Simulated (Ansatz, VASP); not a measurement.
## One calculation of Cd2B2N, two programs

```
CELL_PARAMETERS angstrom
0.00000 3.69530 0.00000
3.69530 0.00000 0.00000
1.84765 1.84765 -4.93425
ATOMIC_POSITIONS crystal
B 0.37800 0.37800 0.24400
B 0.62200 0.62200 0.75600
Cd 0.75000 0.25000 0.50000
Cd 0.25000 0.75000 0.50000
N 0.00000 0.00000 0.00000
```

Alike in both runs: task single point; functional r2SCAN; k mesh 5 × 5 × 5; occupations methfessel-paxton of order 1, width 0.025 eV; no spin polarisation.

|  | VASP | Ansatz |
| --- | --- | --- |
| version | VASP 6.6.1 | Ansatz 0.2.0 |
| potentials or method | VASP PAW PBE potentials, release 64 (B, Cd_sv_GW, N), cutoff 770 eV | PAW plane waves |
| valence electrons in the cell | 51 | 51 |

Ansatz gave:

* gap on the k mesh at the Fermi level (eV): none
* pressure (GPa): 16.2
* traceless stress, the component that is largest in VASP (GPa): -28.56
* rms of the force components (eV/Å): 1.743

Problem. Estimate VASP's values.

Solution. gap on the k mesh at the Fermi level (eV): none; pressure (GPa): 16.0; traceless stress, the component that is largest in VASP (GPa): -28.57; rms of the force components (eV/Å): 1.743.

VASP's potentials were made for PBE, not for r2SCAN. Atom by atom the forces differ by 0.000 eV/Å (rms over components). A gap of «none» marks a metal or a gap that the smearing closes.

The k mesh is coarse, so the values compare programs but aren't converged.
